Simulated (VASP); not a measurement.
Wanted: the native input for a VASP 6.6.1 run.

```yaml
Task: single point
Functional: PBE
Potentials_or_basis: VASP PAW PBE potentials, release 64 (Pd)
Cutoff: 520 eV
k_mesh: 13 × 13 × 13
Occupations: fermi-dirac, width 0.1 eV
Spin: no spin polarisation
Dipole_correction: no
Further_INCAR_settings: ALGO = Normal; EDIFF = 1e-07; NBANDS = 11
```

The structure of Pd lies in POSCAR:

```
Pd
1.0
    2.7163030096      0.0000000000      0.0000000000
    0.0000000000      2.7163030096      0.0000000000
    0.0000000000      0.0000000000      2.7163030096
Pd
1
Direct
    0.0000000000      0.0000000000      0.0000000000
```

This cell differs from its parent crystal: volume scaled by 1.12.

These files were run (other wordings do the same):

INCAR

```
SYSTEM = Pd
  PREC = Accurate
  ENCUT = 520
  EDIFF = 1E-7
  ISMEAR = -1
  SIGMA = 0.1
  LREAL = .FALSE.
  LASPH = .TRUE.
  NELM = 60
  ALGO = Normal
  ISIF = 2
  LWAVE = .FALSE.
  LCHARG = .TRUE.
  GGA = PE
  LELF = .TRUE.
  LVHAR = .TRUE.
  NBANDS = 11
```

KPOINTS

```
regular mesh
0
G
  13 13 13
  0 0 0
```

Potentials or basis: VASP PAW PBE potentials, release 64 (Pd).

Run with:

```console
$ cat potpaw_PBE.64/Pd/POTCAR > POTCAR
$ mpirun -np 1 vasp_std > vasp.out
```

Results of the run:

```yaml
Pressure: -10.3 GPa
Band_gap_on_the_k_mesh: zero (band 5 reaches 6.50 eV, above the bottom of band 6 at 5.13 eV)
```

It took 4.9 s on 1 thread of Intel(R) Xeon(R) 6975P-C (Granite Rapids), with other jobs on the host, peak memory 0.13 GiB.
